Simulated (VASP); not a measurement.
**Ru: single point with PBE**

Ru:

```
Ru
1.0
     2.65202    0.00000    0.00000
    -1.32601    2.29672    0.00000
     0.00000    0.00000    4.29677
Ru
2
Cartesian
  0.0000 1.5311 1.0742
  1.3260 0.7656 3.2226
```

This cell differs from its parent crystal: strain -0.025 along x and y, +0.000 along z.

- Program: VASP 6.6.1
- Task: single point
- Functional: PBE
- Potentials or basis: VASP PAW PBE potentials, release 64 (Ru_pv)
- Cutoff: 520 eV
- k mesh: 24 × 24 × 14
- Occupations: gaussian, width 0.15 eV
- Spin: no spin polarisation
- Dipole correction: no
- Further INCAR settings: ALGO = Fast; EDIFF = 1e-06; NBANDS = 21

```
Pressure               : 17.8 GPa
Band gap on the k mesh : zero (bands 14 and 15 overlap by 3.47 eV)
```

Stress tensor (GPa, compression positive):
```
22.06  0.00  0.00
 0.00 22.06  0.00
 0.00  0.00  9.16
```

Levels at points of the mesh, in eV from the Fermi level:
```csv
k point,band 10,band 11,band 12,band 13,band 14,band 15,band 16,band 17,band 18,band 19
"(0.00, 0.00, 0.00)",-2.73,-2.73,-2.07,-2.07,-1.29,-1.29,1.05,1.25,1.25,10.33
"(0.50, 0.00, 0.00)",-3.02,-2.34,-1.78,-1.73,1.66,1.92,2.05,4.32,6.47,11.43
"(0.00, 0.00, 0.50)",-2.97,-2.85,-2.85,-2.85,-2.85,0.56,0.56,0.56,0.56,10.37
"(0.50, 0.00, 0.50)",-4.88,-1.04,-1.04,0.48,0.48,1.89,1.89,3.56,3.56,10.37
```

It took 87 s on 1 thread of Intel(R) Xeon(R) 6975P-C (Granite Rapids), on a shared host, peak memory 0.31 GiB.

Caveat: the cell differs from its parent crystal (strain -0.025 along x and y, +0.000 along z); the cell stands under pressure.
